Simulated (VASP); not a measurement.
Runs of VASP 6.6.1 on BaTe. The structure is that of space group Fm-3m (No. 225), or close to it. The cells are those of the table. 

```tsv
level	cell	k mesh	smearing	grid for exact exchange (PRECFOCK)	share of exact exchange	screening parameter	gap on the mesh (eV)	pressure (GPa)
HSE06	a = 4.996 Å, angles 60.0°, 2 atoms	4 × 4 × 4	gaussian 0.01 eV	Normal	0.25	0.2079 1/Å	2.30	0.0
HSE06	a = 5.145 Å, angles 60.0°, 2 atoms	4 × 4 × 4	gaussian 0.01 eV	Normal	0.25	0.2079 1/Å	2.46	-2.2
r2SCAN	a = 4.921 Å, angles 60.0°, 2 atoms	6 × 6 × 6	gaussian 0.01 eV	-	-	-	1.83	1.9
PBE	a = 5.046 Å, angles 59.3°, 2 atoms	4 × 4 × 4	gaussian 0.01 eV	-	-	-	1.58	(b)
PBE	a = 4.996 Å, angles 60.0°, 2 atoms	4 × 4 × 4	gaussian 0.01 eV	-	-	-	1.57	0.4
r2SCAN	a = 5.046 Å, angles 59.3°, 2 atoms	6 × 6 × 6	gaussian 0.01 eV	-	-	-	(a)	-0.2
HSE06	a = 5.046 Å, angles 59.3°, 2 atoms	4 × 4 × 4	gaussian 0.01 eV	Normal	0.25	0.2079 1/Å	2.31	-0.5
PBE	a = 4.996 Å, angles 60.0°, 2 atoms	6 × 6 × 6	fermi-dirac 0.02 eV	-	-	-	1.58	0.3
```

Alike in all rows: task single point; potentials or basis VASP PAW PBE potentials, release 64 (Ba_sv, Te); no spin polarisation; cutoff (eV) 520.

Fill in the values left out.

(a) 1.94; (b) -0.1.

Caveats: spin-orbit coupling is left out, which moves the levels of the heavy elements; the PAW data sets were made with another functional, which shifts forces and pressure a little (at least some runs).

A k mesh can miss the band edges, and the runs leave out spin-orbit coupling on Ba, Te.
